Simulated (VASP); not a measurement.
MnS, 2 atoms in the cell. It takes space group Fm-3m (No. 225, cubic). The conventional cell has a = 5.260 Å, b = 5.260 Å, c = 5.260 Å, α = 90.00°, β = 90.00°, γ = 90.00°. Mn (site symmetry m-3m) has 6 S at 2.63 Å within 3.5 Å. S (site symmetry m-3m) has 6 Mn at 2.63 Å within 3.5 Å. 

```yaml
Program: VASP 6.6.1
Task: single point
Functional: PBE
Potentials_or_basis: VASP PAW PBE potentials, release 64 (Mn_pv, S)
Cutoff: 520 eV
k_mesh: 14 × 14 × 14
Occupations: gaussian, width 0.1 eV
Spin: collinear spin, ferromagnetic start
Starting_moments: "[4.42, 0.14] μB"
Dipole_correction: no
Further_INCAR_settings: ALGO = Normal; EDIFF = 1e-07; NBANDS = 20
```

Potentials or basis: VASP PAW PBE potentials, release 64 (Mn_pv, S).

Command:

```console
$ cat potpaw_PBE.64/Mn_pv/POTCAR potpaw_PBE.64/S/POTCAR > POTCAR
$ mpirun -np 1 vasp_std > vasp.out
```

Hardware: 1 thread of Intel Xeon 8259CL, with other jobs on the host.

Problem. Estimate the wall time of this run.

Solution. Wall time 3.6 min on 1 thread of Intel Xeon 8259CL, with other jobs on the host, peak memory 0.25 GiB. Counts: scf iterations 16, k points 104.
